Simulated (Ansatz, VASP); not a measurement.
## Si: VASP beside Ansatz

The input INCAR:

```
SYSTEM = Si
ALGO = Normal
EDIFF = 1E-6
ENCUT = 500
GGA = PE
GGA_COMPAT = .FALSE.
ISIF = 2
ISMEAR = 0
LASPH = .TRUE.
LCHARG = .FALSE.
LREAL = .FALSE.
LWAVE = .FALSE.
NBANDS = 11
NELM = 120
PREC = Accurate
SIGMA = 0.1
```

KPOINTS

```
k-points
0
G
  15 15 8
  0 0 0
```

The input POSCAR:

```
Si
1.0
    2.6655775094      0.0000000000      0.0000000000
   -1.3327887547      2.3084578389      0.0000000000
    0.0000000000      0.0000000000      4.5062692700
Si
2
Direct
    0.3333333300      0.6666666700      0.2500000000
    0.6666666700      0.3333333300      0.7999304384
```

Input for Ansatz:

```yaml
crystal:
  lattice:
    - [2.6655775094, 0.0, 0.0]
    - [-1.3327887547, 2.3084578389, 0.0]
    - [0.0, 0.0, 4.50626927]
  atoms:
    - { symbol: Si, position: [0.33333333, 0.66666667, 0.25] }
    - { symbol: Si, position: [0.66666667, 0.33333333, 0.7999304384] }
basis:
  ecutwfc: 420
  xc_grid: 1
kpoints:
  mp_grid: { grid: [15, 15, 8] }
hamiltonian:
  xc: pbe
scf:
  occupations: { method: gaussian, width: 0.1 }
output:
  forces: true
  eigenvalues: true
  stress: true
```

Alike in both runs: task single point; functional PBE; k mesh 15 × 15 × 8; occupations gaussian, width 0.1 eV; no spin polarisation.

|  | VASP | Ansatz |
| --- | --- | --- |
| version | VASP 6.6.1 | Ansatz 0.2.0 |
| potentials or method | VASP PAW PBE potentials, release 64 (Si), cutoff 500 eV | scalar-relativistic, plane waves, PAW |
| valence electrons in the cell | 8 | 8 |

```csv
,VASP,Ansatz,Ansatz less VASP
gap on the k mesh at the Fermi level (eV),none,none,-
pressure (GPa),6.2,6.3,+0.05
"traceless stress, the component that is largest in VASP (GPa)",2.20,2.19,-0.006
rms of the force components (eV/Å),0.642,0.646,+0.0042
```

Atom by atom the forces differ by 0.004 eV/Å (rms over components). A gap of «none» marks a metal or a gap that the smearing closes. The functional is the same, so the differences come from potentials, cutoffs and numerics.
